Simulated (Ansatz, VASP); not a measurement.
# WBr in VASP and in Ansatz

Contents of POSCAR:

```
WBr
1.0
    6.9660946200      0.0000000000      0.0000000000
    0.0000000000      6.4037886500      0.0000000000
    0.0000000000      0.0000000000      3.6269839100
W Br
4 4
Direct
    0.1750000000      0.0000000000      0.2500000000
    0.8250000000      0.0000000000      0.7500000000
    0.6750000000      0.5000000000      0.7500000000
    0.3250000000      0.5000000000      0.2500000000
    0.6200000000      0.2000000000      0.2500000000
    0.3800000000      0.8000000000      0.7500000000
    0.1200000000      0.3000000000      0.7500000000
    0.8800000000      0.7000000000      0.2500000000
```

Contents of INCAR.step1:

```
PREC = Accurate ; ENCUT = 550
ISMEAR = -1 ; SIGMA = 0.0117
LREAL = F ; LASPH = T
NELM = 120 ; NBANDS = 52
GGA = PE ; ALGO = Normal
EDIFF = 1E-5 ; LWAVE = T
LCHARG = F ; GGA_COMPAT = F
```

INCAR.step2

```
PREC = Accurate ; ENCUT = 550
EDIFF = 1E-6 ; ISMEAR = -1
SIGMA = 0.0117 ; LREAL = F
LASPH = T ; NELM = 120
ALGO = Normal ; ISIF = 2
LWAVE = F ; LCHARG = F
METAGGA = R2SCAN ; LMIXTAU = T
NBANDS = 52 ; ISTART = 1
GGA_COMPAT = F
```

The input KPOINTS:

```
Automatic mesh
0
Gamma
  4 4 7
```

Input for Ansatz:

```yaml
crystal:
  lattice:
    - [6.96609462, 0.0, 0.0]
    - [0.0, 6.40378865, 0.0]
    - [0.0, 0.0, 3.62698391]
  atoms:
    - { symbol: W, position: [0.175, 0.0, 0.25] }
    - { symbol: W, position: [0.825, 0.0, 0.75] }
    - { symbol: W, position: [0.675, 0.5, 0.75] }
    - { symbol: W, position: [0.325, 0.5, 0.25] }
    - { symbol: Br, position: [0.62, 0.2, 0.25] }
    - { symbol: Br, position: [0.38, 0.8, 0.75] }
    - { symbol: Br, position: [0.12, 0.3, 0.75] }
    - { symbol: Br, position: [0.88, 0.7, 0.25] }
  symmetry: { tolerance: 0.0003 }
kpoints:
  mp_grid: { grid: [4, 4, 7], shift: [0, 0, 0] }
  band_path:
    path:
      - [0.0, 0.0, 0.0]
      - [0.0, -0.5, 0.0]
      - [0.0, -0.5, -0.5]
      - [0.0, 0.0, -0.5]
      - [0.0, 0.0, 0.0]
      - [0.5, 0.0, 0.0]
      - [0.5, -0.5, 0.0]
      - [0.5, -0.5, -0.5]
      - [0.5, 0.0, -0.5]
      - [0.5, 0.0, 0.0]
      - [0.0, -0.5, 0.0]
    npoints: 6
magnetization:
  spin_polarized: false
scf:
  occupations: { method: fermi_dirac, width: 0.0117 }
  lower_state_search: "off"
  max_iter: 200
hamiltonian:
  pseudopotentials: { kind: paw }
  xc: r2scan
basis:
  ecutwfc: 500
  fft_grid_basis: typed
output:
  forces: true
  stress: true
  eigenvalues: true
  bader: true
  populations: true
  elf: true
  write_potential: true
  volumetric_format: npy
  dos:
    e_range: [-12, 8]
    de: 0.05
    projected: { site_lists: { Br: [Br], W: [W] } }
checkpoint:
  read: saved_state
```

Alike in both runs: task single point; functional r2SCAN; k mesh 4 × 4 × 7; occupations fermi-dirac, width 0.0117 eV; no spin polarisation.

|  | VASP | Ansatz |
| --- | --- | --- |
| version | VASP 6.6.1 | Ansatz 0.2.0 |
| potentials or method | VASP PAW PBE potentials, release 64 (W_sv, Br), cutoff 550 eV | PAW plane waves |
| valence electrons in the cell | 84 | 84 |

VASP gave:

```
pressure (GPa)                                                : -7.5
traceless stress, the component that is largest in VASP (GPa) : 7.00
rms of the force components (eV/Å)                            : 0.804
```

Question: What did Ansatz give for the same quantities?

Answer: Pressure (GPa): -7.9; traceless stress, the component that is largest in VASP (GPa): 7.11; rms of the force components (eV/Å): 0.800.

VASP's potentials were made for PBE, not for r2SCAN. Atom by atom the forces differ by 0.011 eV/Å (rms over components). The functional is the same, so the differences come from potentials, cutoffs and numerics.

Spin-orbit coupling is off throughout.
